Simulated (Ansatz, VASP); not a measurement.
Al: VASP beside Ansatz

The input INCAR:

```
  ALGO = Normal
  EDIFF = 1E-8
  ENCUT = 520
  ISIF = 2
  ISMEAR = -1
  LASPH = T
  LCHARG = F
  LEFG = T
  LREAL = F
  LWAVE = F
  NBANDS = 10
  NELM = 100
  PREC = Accurate
  SIGMA = 0.08
```

The input KPOINTS:

```
k-points
0
Gamma
  9 9 9
```

POSCAR

```
Al
1.0
    0.0000000000      3.0233478945      3.0233478945
    3.0233478945      0.0000000000      3.0233478945
    3.0233478945      3.0233478945      0.0000000000
Al
2
Direct
    0.0000000000      0.0000000000      0.0000000000
    0.2500000000      0.2500000000      0.2500000000
```

Input for Ansatz:

```yaml
crystal:
  lattice:
    - [0.0, 3.0233478945, 3.0233478945]
    - [3.0233478945, 0.0, 3.0233478945]
    - [3.0233478945, 3.0233478945, 0.0]
  atoms:
    - { symbol: Al, position: [0.0, 0.0, 0.0] }
    - { symbol: Al, position: [0.25, 0.25, 0.25] }
kpoints:
  mp_grid: { grid: [9, 9, 9] }
  band_path:
    path:
      - [0.0, 0.0, 0.0]
      - [0.5, 0.0, 0.5]
      - [0.625, 0.25, 0.625]
      - [0.375, 0.375, 0.75]
      - [0.0, 0.0, 0.0]
      - [0.5, 0.5, 0.5]
      - [0.5, 0.25, 0.75]
      - [0.5, 0.0, 0.5]
    npoints: 5
scf:
  occupations: { method: fermi_dirac, width: 0.08 }
hamiltonian:
  xc: lda
  pseudopotentials: { kind: paw }
output:
  forces: true
  stress: true
  eigenvalues: true
  efg: { contact_densities: true }
  write_density: true
  write_potential: true
  elf: true
  volumetric_format: npy
```

Alike in both runs: task electric field gradients; functional LDA; k mesh 9 × 9 × 9; occupations fermi-dirac, width 0.08 eV; no spin polarisation.

|  | VASP | Ansatz |
| --- | --- | --- |
| version | VASP 6.6.1 | Ansatz 0.2.0 |
| potentials or method | VASP PAW LDA potentials, release 64 (Al) | PAW with Ansatz's default frozen-core files, scalar-relativistic |
| plane-wave cutoff (eV) | 520 | 420 |
| valence electrons in the cell | 6 | 6 |

```csv
,VASP,Ansatz,Ansatz less VASP
pressure (GPa),-1.8,-1.8,-0.02
```

LDA's correlation is that of Perdew and Zunger in VASP and of Perdew and Wang (1992) in Ansatz.
